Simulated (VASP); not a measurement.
ZrB2, 12 atoms in the cell. It takes space group P6/mmm (No. 191, hexagonal). Conventional cell: a = 3.170 Å, b = 3.170 Å, c = 3.533 Å, α = 90.00°, β = 90.00°, γ = 120.00°. Within 3.6 Å of Zr (site symmetry 6/mmm) lie 12 B at 2.54 Å and 8 Zr at 3.17 to 3.53 Å. Within 2.4 Å of B (site symmetry -6m2) lie 3 B at 1.83 Å. 

```yaml
Program: VASP 6.6.1
Task: single point
Functional: PBE
Potentials_or_basis: VASP PAW PBE potentials, release 64 (Zr_sv, B)
Cutoff: 500 eV
k_mesh: 2 × 2 × 3
Occupations: fermi-dirac, width 0.15 eV
Spin: no spin polarisation
Dipole_correction: no
Further_INCAR_settings: ALGO = Normal; EDIFF = 1e-06; NBANDS = 48
```

Potentials or basis: VASP PAW PBE potentials, release 64 (Zr_sv, B).

Launch:

```console
$ cat potpaw_PBE.64/Zr_sv/POTCAR potpaw_PBE.64/B/POTCAR > POTCAR
$ mpirun -np 1 vasp_std > vasp.out
```

Hardware: 1 thread of AMD EPYC 9R45 96-Core Processor (Zen 5), with other jobs on the host.

Estimate the wall time of this run.

Wall time 20 s on 1 thread of AMD EPYC 9R45 96-Core Processor (Zen 5), on a shared host, peak memory 0.2 GiB. Counts: scf iterations 14, k points 4.
